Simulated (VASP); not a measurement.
# Ge (Fd-3m) in VASP: single point with PBEsol

Aim: the single point of Ge with PBEsol.

Everything below comes from runs of VASP 6.6.1. Logs are shortened: lines on timing, memory, paths and dates and some standing lists are left out, and cuts for length are marked.

## (1) The cell of the first run

It takes space group Fd-3m (No. 227, cubic). The conventional cell has a = 5.676 Å, b = 5.676 Å, c = 5.676 Å, α = 90.00°, β = 90.00°, γ = 90.00°. Ge (site symmetry -43m) has 4 Ge at 2.46 Å within 3.2 Å.

## (2) Single point, PBEsol

INCAR reads:

```
ALGO = Normal
EDIFF = 1E-6
ENCUT = 500
GGA = PS
GGA_COMPAT = F
ISIF = 2
ISMEAR = 0
LASPH = T
LCHARG = T
LELF = T
LREAL = F
LVHAR = T
LWAVE = F
NBANDS = 21
NELM = 120
PREC = Accurate
SIGMA = 0.1
```

KPOINTS reads:

```
k-points
0
Gamma
  4 4 4
```

POSCAR reads:

```
Ge
1.0
    0.0000000000      2.8378616883      2.8378616883
    2.8378616883      0.0000000000      2.8378616883
    2.8378616883      2.8378616883      0.0000000000
Ge
2
Direct
    0.5000000000      0.5000000000      0.5000000000
    0.7500000000      0.7500000000      0.7500000000
```

Potentials or basis: VASP PAW PBE potentials, release 64 (Ge_d).

Launch:

```console
$ cat potpaw_PBE.64/Ge_d/POTCAR > POTCAR
$ mpirun -np 1 vasp_std > vasp.out
```

OUTCAR:

```text
EDIFF = 1E-6
   ENCUT = 500
   GGA = PS
   ISIF = 2
   ISMEAR = 0
   LASPH = T
   LREAL = F
   NELM = 120
   PREC = Accurate

 ion  position               nearest neighbor table
   1  0.500  0.500  0.500-   2 2.46   2 2.46   2 2.46   2 2.46
   2  0.750  0.750  0.750-   1 2.46   1 2.46   1 2.46   1 2.46

  LATTYP: Found a face centered cubic cell.
 ALAT       =     5.6757233766

  Lattice vectors:

 A1 = (   0.0000000000,   2.8378616883,   2.8378616883)
 A2 = (   2.8378616883,   0.0000000000,   2.8378616883)
 A3 = (   2.8378616883,   2.8378616883,   0.0000000000)

Analysis of symmetry for initial positions (statically):
=====================================================================
 Subroutine PRICEL returns:
 Original cell was already a primitive cell.

 Routine SETGRP: Setting up the symmetry group for a
 face centered cubic supercell.

 Subroutine GETGRP returns: Found 48 space group operations
 (whereof 24 operations were pure point group operations)
 out of a pool of 48 trial point group operations.

The static configuration has the point symmetry T_d .
 The point group associated with its full space group is O_h .

Analysis of symmetry for dynamics (positions and initial velocities):
=====================================================================
 Subroutine PRICEL returns:
 Original cell was already a primitive cell.

 Routine SETGRP: Setting up the symmetry group for a
 face centered cubic supercell.

 Subroutine GETGRP returns: Found 48 space group operations
 (whereof 24 operations were pure point group operations)
 out of a pool of 48 trial point group operations.

The dynamic configuration has the point symmetry T_d .
 The point group associated with its full space group is O_h .

 Subroutine INISYM returns: Found 48 space group operations
 (whereof 24 operations are pure point group operations),
 and found     1 'primitive' translations

----------------------------------------------------------------------------------------

                                     Primitive cell

  volume of cell :      45.7092

  direct lattice vectors                    reciprocal lattice vectors
     0.000000000  2.837861688  2.837861688    -0.176188995  0.176188995  0.176188995
     2.837861688  0.000000000  2.837861688     0.176188995 -0.176188995  0.176188995
     2.837861688  2.837861688  0.000000000     0.176188995  0.176188995 -0.176188995

  length of vectors
     4.013342488  4.013342488  4.013342488     0.305168292  0.305168292  0.305168292

  position of ions in fractional coordinates (direct lattice)
     0.500000000  0.500000000  0.500000000
     0.750000000  0.750000000  0.750000000

  ion indices of the primitive-cell ions
   primitive index   ion index
                 1           1
                 2           2

----------------------------------------------------------------------------------------

 KPOINTS: k-points

Automatic generation of k-mesh.
 Grid dimensions read from file:
 generate k-points for:    4    4    4

 Generating k-lattice:

  Cartesian coordinates                     Fractional coordinates (reciprocal lattice)
    -0.044047249  0.044047249  0.044047249     0.250000000  0.000000000  0.000000000
     0.044047249 -0.044047249  0.044047249     0.000000000  0.250000000  0.000000000
     0.044047249  0.044047249 -0.044047249     0.000000000  0.000000000  0.250000000

  Length of vectors
     0.076292073  0.076292073  0.076292073

  Shift w.r.t. Gamma in fractional coordinates (k-lattice)
     0.000000000  0.000000000  0.000000000

 Subroutine IBZKPT returns following result:
 ===========================================

 Found      8 irreducible k-points:

 Following reciprocal coordinates:
            Coordinates               Weight
  0.000000  0.000000  0.000000      1.000000
  0.250000  0.000000  0.000000      8.000000
  0.500000  0.000000  0.000000      4.000000
  0.250000  0.250000  0.000000      6.000000
  0.500000  0.250000  0.000000     24.000000
 -0.250000  0.250000  0.000000     12.000000
  0.500000  0.500000  0.000000      3.000000
 -0.250000  0.500000  0.250000      6.000000
   k-points           NKPTS =      8   k-points in BZ     NKDIM =      8   number of bands    NBANDS=     21
   number of dos      NEDOS =    301   number of ions     NIONS =      2
   total plane-waves  NPLWV =  27000
   dimension x,y,z NGX =    30 NGY =   30 NGZ =   30
   dimension x,y,z NGXF=    60 NGYF=   60 NGZF=   60
   ions per type =               2
   NGX,Y,Z   is equivalent  to a cutoff of  12.43, 12.43, 12.43 a.u.
   NGXF,Y,Z  is equivalent  to a cutoff of  24.85, 24.85, 24.85 a.u.
 SYSTEM =  unknown system
   PREC   = accura    normal or accurate (medium, high low for compatibility)
   ISTART =      0    job   : 0-new  1-cont  2-samecut
   ICHARG =      2    charge: 1-file 2-atom 10-const
   ISPIN  =      1    spin polarized calculation?
   LNONCOLLINEAR =      F non collinear calculations
   LSORBIT =      F    spin-orbit coupling
   LASPH  =      T    aspherical Exc in radial PAW
   ENCUT  =  500.0 eV  36.75 Ry    6.06 a.u.   7.32  7.32  7.32*2*pi/ulx,y,z
   NELM   =    120;   NELMIN=  2; NELMDL= -5     # of ELM steps
   EDIFF  = 0.1E-05   stopping-criterion for ELM
   LREAL  =      F    real-space projection
   EDIFFG = 0.1E-04   stopping-criterion for IOM
   NSW    =      0    number of steps for IOM
   IBRION =     -1    ionic relax: 0-MD 1-quasi-New 2-CG
   NFREE  =      0    steps in history (QN), initial steepest desc. (CG)
   ISIF   =      2    stress and relaxation
   ISYM   =      2    0-nonsym 1-usesym 2-fastsym
   POTIM  = 0.5000    time-step for ionic-motion
   TEBEG  =    0.0;   TEEND  =   0.0 temperature during run
   PSTRESS=    0.0 pullay stress
   NELECT =      28.0000    total number of electrons
   NUPDOWN=      -1.0000    fix difference up-down
   EMIN   =  10.00;   EMAX   =-10.00  energy-range for DOS
   EFERMI =   0.00;   METHOD = LEGACY
   ISMEAR =     0;   SIGMA  =   0.10  broadening in eV -4-tet -1-fermi 0-gaus
   EFERMI_NEDOS =   21; number of points for ismear=-14 and -15
   IALGO  =     38    algorithm
   IMIX   =      4    mixing-type and parameters
     AMIX     =   0.40;   BMIX     =  1.00
     AMIX_MAG =   1.60;   BMIX_MAG =  1.00
  volume/ion in A,a.u.               =      22.85       154.23
  Fermi-wavevector in a.u.,A,eV,Ry     =   1.390357  2.627393 26.301316  1.933092
  Thomas-Fermi vector in A             =   2.514300
   LORBIT       =      0    0 simple, 1 ext, 2 COOP (PROOUT), +10 PAW based schemes
   GGA     = PS    functional components
   LHFCALC =     F    Hartree Fock is set to
   AEXX    =    0.0000 exact exchange contribution
   IVDW    =     0    specifies the selected vdW correction
   LEPSILON=     F    determine dielectric tensor
   LRPA    =     F    only Hartree local field effects (RPA)
 non-spin polarized calculation
 Gauss-broadening in eV      SIGMA  =   0.10
  energy-cutoff  :      500.00
  volume of cell :       45.71
 maximum number of plane-waves:      1211
 NGX is ok and might be reduce to    30
   NGX = 15   NGY = 15   NGZ = 15

 number of electron      28.0000014 magnetization

 Free energy of the ion-electron system (eV)
  ---------------------------------------------------
  ext. energy  EPLUGINS =         0.00000000
  ---------------------------------------------------
  free energy    TOTEN  =        -9.60930907 eV

  energy without entropy =       -9.60447841  energy(sigma->0) =       -9.60689374

 E-fermi :   4.8195     XC(G=0): -10.0558

 val. band max:        4.8141241348   @ k =   0.0000   0.0000   0.0000
 cond. band min:       4.9006800192   @ k =   0.5000   0.0000   0.0000
 fundamental gap:      0.0865558844
 Fermi energy:         4.8195205173

 k-point     1 :       0.0000    0.0000    0.0000
  band No.  band energies     occupation
      1     -19.9139      2.00000
      2     -19.9139      2.00000
      3     -19.9139      2.00000
      4     -19.8787      2.00000
      5     -19.8787      2.00000
      6     -19.6712      2.00000
[... 13 lines left out ...]
     20      14.2437      0.00000
     21      14.2437      0.00000

 k-point     2 :       0.2500    0.0000    0.0000
  band No.  band energies     occupation
      1     -19.9318      2.00000
      2     -19.9318      2.00000
      3     -19.9053      2.00000
      4     -19.8506      2.00000
      5     -19.8506      2.00000
      6     -19.6968      2.00000
[... 13 lines left out ...]
     20      13.0574      0.00000
     21      13.0574      0.00000

 k-point     3 :       0.5000    0.0000    0.0000
  band No.  band energies     occupation
      1     -19.9379      2.00000
      2     -19.9379      2.00000
      3     -19.8965      2.00000
      4     -19.8375      2.00000
      5     -19.8375      2.00000
      6     -19.7056      2.00000
[... 13 lines left out ...]
     20      15.7186      0.00000
     21      15.9116      0.00000

 k-point     4 :       0.2500    0.2500    0.0000
  band No.  band energies     occupation
      1     -19.9318      2.00000
      2     -19.9318      2.00000
      3     -19.9202      2.00000
      4     -19.8451      2.00000
      5     -19.8106      2.00000
      6     -19.7569      2.00000
[... 13 lines left out ...]
     20      14.7558      0.00000
     21      15.3016      0.00000

 k-point     5 :       0.5000    0.2500    0.0000
  band No.  band energies     occupation
      1     -19.9587      2.00000
      2     -19.9439      2.00000
      3     -19.8770      2.00000
      4     -19.8109      2.00000
      5     -19.7917      2.00000
      6     -19.7732      2.00000
[... 13 lines left out ...]
     20      16.0812      0.00000
     21      16.3992      0.00000

 k-point     6 :      -0.2500    0.2500    0.0000
  band No.  band energies     occupation
      1     -19.9539      2.00000
      2     -19.9466      2.00000
      3     -19.8707      2.00000
      4     -19.8351      2.00000
      5     -19.8082      2.00000
      6     -19.7374      2.00000
[... 13 lines left out ...]
     20      14.1369      0.00000
     21      16.5700      0.00000

 k-point     7 :       0.5000    0.5000    0.0000
  band No.  band energies     occupation
      1     -19.9472      2.00000
      2     -19.9472      2.00000
      3     -19.8632      2.00000
      4     -19.8632      2.00000
      5     -19.7660      2.00000
      6     -19.7660      2.00000
[... 13 lines left out ...]
     20      16.2330      0.00000
     21      17.5418      0.00000

 k-point     8 :      -0.2500    0.5000    0.2500
  band No.  band energies     occupation
      1     -19.9608      2.00000
      2     -19.9608      2.00000
      3     -19.8214      2.00000
      4     -19.8214      2.00000
      5     -19.7735      2.00000
      6     -19.7735      2.00000
[... 13 lines left out ...]
     20      15.7249      0.00000
     21      17.6648      0.00000

------------------------ aborting loop because EDIFF is reached ----------------------------------------

  FORCE on cell =-STRESS in cart. coord.  units (eV):
  Direction    XX          YY          ZZ          XY          YZ          ZX
  --------------------------------------------------------------------------------------
  -------------------------------------------------------------------------------------
  Total        0.2411207      0.2411207      0.2411207     -0.0000000     -0.0000000     -0.0000000
  in kB        8.4516488      8.4516488      8.4516488     -0.0000000     -0.0000000     -0.0000000
  external PRESSURE =       8.4516488 kB  Pullay stress =       0.0000000 kB

 VOLUME and BASIS-vectors are now :
 -----------------------------------------------------------------------------
  energy-cutoff  :      500.00
  volume of cell :       45.71
      direct lattice vectors                 reciprocal lattice vectors
     0.000000000  2.837861688  2.837861688    -0.176188995  0.176188995  0.176188995
     2.837861688  0.000000000  2.837861688     0.176188995 -0.176188995  0.176188995
     2.837861688  2.837861688  0.000000000     0.176188995  0.176188995 -0.176188995

 POSITION                                       TOTAL-FORCE (eV/Angst)
 -----------------------------------------------------------------------------------
      2.83786      2.83786      2.83786        -0.000000     -0.000000     -0.000000
      4.25679      4.25679      4.25679         0.000000      0.000000      0.000000
 -----------------------------------------------------------------------------------
    total drift:                                0.000000     -0.000000     -0.000000

  FREE ENERGIE OF THE ION-ELECTRON SYSTEM (eV)
  ---------------------------------------------------
  free  energy   TOTEN  =        -9.6093090657 eV

  energy  without entropy=       -9.6044784136  energy(sigma->0) =       -9.60689374
```

Wall time 10 s (1 thread of Intel Xeon Platinum 8259CL at 2.50GHz (Skylake/Cascade Lake), shared host); peak memory 0.16 GiB.

Results:

```yaml
Free_energy: -9.6093 eV
Pressure: 0.8 GPa
Band_gap_on_the_k_mesh: zero (filled and empty bands touch)
```

Caveat: the k points lie up to 0.48 Å⁻¹ apart; the PAW data sets were made with another functional, which shifts forces and pressure a little.
